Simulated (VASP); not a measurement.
A run of VASP 6.6.1 is set up as follows.

The input INCAR:

```
PREC = Accurate
ENCUT = 600
EDIFF = 1E-7
ISMEAR = -1
SIGMA = 0.05
LREAL = F
LASPH = T
NELM = 100
ALGO = Normal
ISIF = 3
LWAVE = F
LCHARG = F
GGA = PS
IBRION = 2
NSW = 80
EDIFFG = -0.02
PSTRESS = 300.0
```

KPOINTS

```
regular mesh
0
Gamma
  9 9 9
```

File POSCAR:

```
ZnCu
1.0
    2.9450000000      0.0000000000      0.0000000000
    0.0000000000      2.9450000000      0.0000000000
    0.0000000000      0.0000000000      2.9450000000
Zn Cu
1 1
Direct
    0.5000000000      0.5000000000      0.5000000000
    0.0000000000      0.0000000000      0.0000000000
```

Potentials or basis: VASP PAW PBE potentials, release 64 (Zn, Cu).

Run with:

```bash
$ cat potpaw_PBE.64/Zn/POTCAR potpaw_PBE.64/Cu/POTCAR > POTCAR
$ mpirun -np 1 vasp_std > vasp.out
```

(1) Predict the relaxed volume.

(2) Predict the space group after relaxing (to 0.05 Å).

Results:

(1) 10.62 Å³/atom.

(2) Pm-3m (No. 221).

Caveat: the cell is relaxed towards a set pressure, so the enthalpy falls and the energy may rise; the volume moved by over 15 % at a fixed basis, so the end points are rough; the PAW data sets were made with another functional, which shifts forces and pressure a little.
